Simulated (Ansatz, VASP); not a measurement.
## One calculation of ZnS, two programs

```
Zn S
1.0
     2.70465   -2.70465    0.00000
     2.70465    0.00000   -2.70465
     8.56454    3.83168    3.83168
Zn S
3 3
Direct
  0.59373 0.59373 0.12503
  0.53820 0.53820 0.79170
  0.06597 0.06597 0.45837
  0.15626 0.15626 0.87503
  0.68403 0.68403 0.54170
  0.21179 0.21179 0.20837
```

Alike in both runs: task single point; functional LDA; k mesh 8 × 8 × 3; occupations gaussian, width 0.05 eV; no spin polarisation.

|  | VASP | Ansatz |
| --- | --- | --- |
| version | VASP 6.6.1 | Ansatz 0.2.0 |
| potentials or method | VASP PAW LDA potentials, release 64 (Zn, S), cutoff 520 eV | scalar-relativistic, plane waves, PAW |
| valence electrons in the cell | 54 | 54 |

|  | VASP | Ansatz | Ansatz less VASP |
| --- | --- | --- | --- |
| gap on the k mesh at the Fermi level (eV) | 1.34 | 1.31 | -0.027 |
| least direct gap on the mesh (eV) | 1.34 | 1.31 | -0.027 |
| pressure (GPa) | -5.5 | -5.7 | -0.16 |
| traceless stress, the component that is largest in VASP (GPa) | 1.26 | 1.28 | +0.021 |
| rms of the force components (eV/Å) | 0.153 | 0.152 | -0.0016 |

LDA's correlation is that of Perdew and Zunger in VASP and of Perdew and Wang (1992) in Ansatz. Atom by atom the forces differ by 0.005 eV/Å (rms over components).
